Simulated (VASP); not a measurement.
**H10SO4: single point with r2SCAN+D3(BJ)**

The system is H10SO4.

```xyz
15
Lattice="6.1622 0.0000 0.0000 0.0000 6.1622 0.0000 0.0000 0.0000 6.1622" Properties=species:S:1:pos:R:3 pbc="T T T"
O     4.9234    3.6887    2.8153
O     0.3677    2.1657    1.4088
O     2.5718    2.2455    3.8528
O     5.4111    1.8265    4.9486
H     5.3943    4.5218    2.9356
H     5.5071    3.0791    2.3045
H     0.2919    2.2620    0.4545
H     1.2970    2.4085    1.6027
H     3.3372    2.7790    3.5750
H     2.6099    1.5196    3.1858
H     4.4743    1.6858    5.1336
H     5.4301    2.4365    4.2194
H     0.7526    6.3798    1.7887
H     0.8896    6.1112    3.6314
S     1.4269    5.4254    2.5450
```

| Property | Result |
| --- | --- |
| Program | VASP 6.6.1 |
| Task | single point |
| Functional | r2SCAN |
| Dispersion | D3(BJ) |
| Potentials or basis | VASP PAW PBE potentials, release 64 (O_h, H_h, S) |
| Cutoff | 910 eV |
| k mesh | 1 × 1 × 1 |
| Occupations | fermi-dirac, width 0.02 eV |
| Spin | no spin polarisation |

```
Pressure                   : -0.6 GPa
Largest force              : 1.972 eV/Å
Band gap on the k mesh     : 4.80 eV
Dispersion energy per atom : -0.014 eV
```

Forces on the atoms (eV/Å):
```
O   -0.710 -0.539  0.437
O    1.126  0.009  0.184
O    0.417 -0.595 -1.018
O    0.182 -0.882  1.087
H    0.201 -0.247 -0.189
H    0.099  0.619 -0.165
H   -0.466 -0.121 -0.693
H   -0.728 -0.041  0.112
H   -0.111  0.357  0.054
H   -0.200  0.328  0.856
H    0.083  0.075 -0.154
H   -0.128  0.823 -0.678
H    0.578 -0.744  0.234
H    0.546 -0.711 -0.631
S   -0.888  1.669  0.563
```

Stress tensor (GPa, compression positive):
```
-0.73  0.60  0.27
 0.60 -0.86 -1.06
 0.27 -1.06 -0.36
```

Levels at points of the mesh, in eV from the valence-band top:
| k point | band 18 | band 19 | band 20 | band 21 | band 22 | band 23 |
| --- | --- | --- | --- | --- | --- | --- |
| (0.00, 0.00, 0.00) | -1.02 | -0.96 | 0.00 | 4.80 | 6.30 | 7.47 |

It took 4.2 min on 1 thread of Intel(R) Xeon(R) Platinum 8488C (Sapphire Rapids), with other jobs on the host, peak memory 0.61 GiB.

Caveat: the k points lie up to 1.02 Å⁻¹ apart; the cutoff is under 1.25 times the usual one of these potentials, so pressure, stress and relaxed cells hold a basis-set (Pulay) error; the PAW data sets were made with another functional, which shifts forces and pressure a little.
